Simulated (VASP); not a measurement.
Crystal: Si3C2.

```xyz
10
Lattice="2.6831 1.5491 4.8836 -2.6831 1.5491 4.8836 0.0000 -3.0981 4.8836" Properties=species:S:1:pos:R:3 pbc="T T T"
Si   -1.0397   -1.5491    6.1044
Si    1.8614   -0.1259    6.1044
Si   -0.8217    1.6749    6.1044
Si    1.0397    1.5491    8.5462
Si   -1.8614    0.1259    8.5462
Si    0.8217   -1.6749    8.5462
C     0.0000    0.0000   12.4850
C     0.0000    0.0000    9.4910
C     0.0000    0.0000    2.1657
C     0.0000    0.0000    5.1597
```

* Program: VASP 6.6.1
* Task: relaxation of cell and atoms
* Functional: PBE
* Potentials or basis: VASP PAW PBE potentials, release 64 (Si, C)
* Cutoff: 600 eV
* k mesh: 6 × 6 × 6
* Occupations: gaussian, width 0.1 eV
* Spin: no spin polarisation

At the start: pressure -9.9 GPa; volume 12.18 Å³/atom.

Problem. How do energy, volume and symmetry change on relaxing?

Solution. Over 8 steps the energy falls by 72.4 meV/atom and the volume is 11.14 Å³/atom (-8.6 %); space group R-3c (No. 167, to 0.05 Å).

The path:
| step | energy change (eV) | largest force (eV/Å) | pressure (GPa) | volume (Å³) |
| --- | --- | --- | --- | --- |
| 1 | 0.0000 | 0.6185 | -9.94 | 121.78 |
| 2 | -0.5886 | 0.2622 | 2.64 | 108.90 |
| 3 | -0.5887 | 0.2646 | 2.38 | 109.09 |
| 4 | -0.7008 | 0.1005 | 1.61 | 109.77 |
| 5 | -0.7174 | 0.0897 | 1.56 | 110.10 |
| 6 | -0.7179 | 0.1024 | 1.58 | 110.17 |
| 7 | -0.7220 | 0.0355 | -1.01 | 112.11 |
| 8 | -0.7244 | 0.0298 | -0.05 | 111.37 |

Final structure:
```
Si C
1.0
     2.52773    1.45939    5.03150
    -2.52773    1.45939    5.03150
     0.00000   -2.91878    5.03150
Si C
6 4
Direct
  0.06358 0.43642 0.75000
  0.75000 0.06358 0.43642
  0.43642 0.75000 0.06358
  0.93642 0.56358 0.25000
  0.25000 0.93642 0.56358
  0.56358 0.25000 0.93642
  0.85533 0.85533 0.85533
  0.64467 0.64467 0.64467
  0.14467 0.14467 0.14467
  0.35533 0.35533 0.35533
```
